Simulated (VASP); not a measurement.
Wanted: the native input for a VASP 6.6.1 run.

```
Task                   : relaxation of cell and atoms
Functional             : PBE
Potentials or basis    : VASP PAW PBE potentials, release 64 (Ge_d)
Cutoff                 : 600 eV
k mesh                 : 14 × 14 × 14
Occupations            : fermi-dirac, width 0.05 eV
Spin                   : no spin polarisation
Target pressure        : 110 GPa
Dipole correction      : no
Further INCAR settings : ALGO = Normal; EDIFF = 1e-06; IBRION = 2; EDIFFG = -0.005; NSW = 32; ISIF = 3
```

The structure of Ge lies in POSCAR:

```
Ge
1.0
    0.0000000000      2.4068912901      2.4068912901
    2.4068912901      0.0000000000      2.4068912901
    2.4068912901      2.4068912901      0.0000000000
Ge
2
Direct
   -0.1250000000     -0.1250000000     -0.1250000000
    0.1250000000      0.1250000000      0.1250000000
```

One way to write it, as run:

INCAR

```
SYSTEM = Ge
PREC = Accurate
ENCUT = 600
EDIFF = 1E-6
ISMEAR = -1
SIGMA = 0.05
LREAL = .FALSE.
LASPH = .TRUE.
NELM = 60
ALGO = Normal
ISIF = 3
LWAVE = .FALSE.
LCHARG = .FALSE.
GGA = PE
IBRION = 2
NSW = 32
EDIFFG = -0.005
PSTRESS = 1100.0
```

KPOINTS

```
regular mesh
0
G
  14 14 14
  0 0 0
```

Potentials or basis: VASP PAW PBE potentials, release 64 (Ge_d).

Launch:

```console
$ cat potpaw_PBE.64/Ge_d/POTCAR > POTCAR
$ mpirun -np 1 vasp_std > vasp.out
```

Results of the run:

The pressure after relaxing is 110.0 GPa. The band gap on the k mesh is zero (bands 14 and 15 overlap by 0.53 eV).

Caveat: the relaxation stopped at its first step, so nothing moved; the cell is relaxed towards a set pressure, so the run minimises the enthalpy, not the energy; semilocal functionals underestimate gaps, and a narrow one can read as zero.

Wall time 86 s on 1 thread of Intel Xeon 8259CL (shared host), peak memory 0.19 GiB.
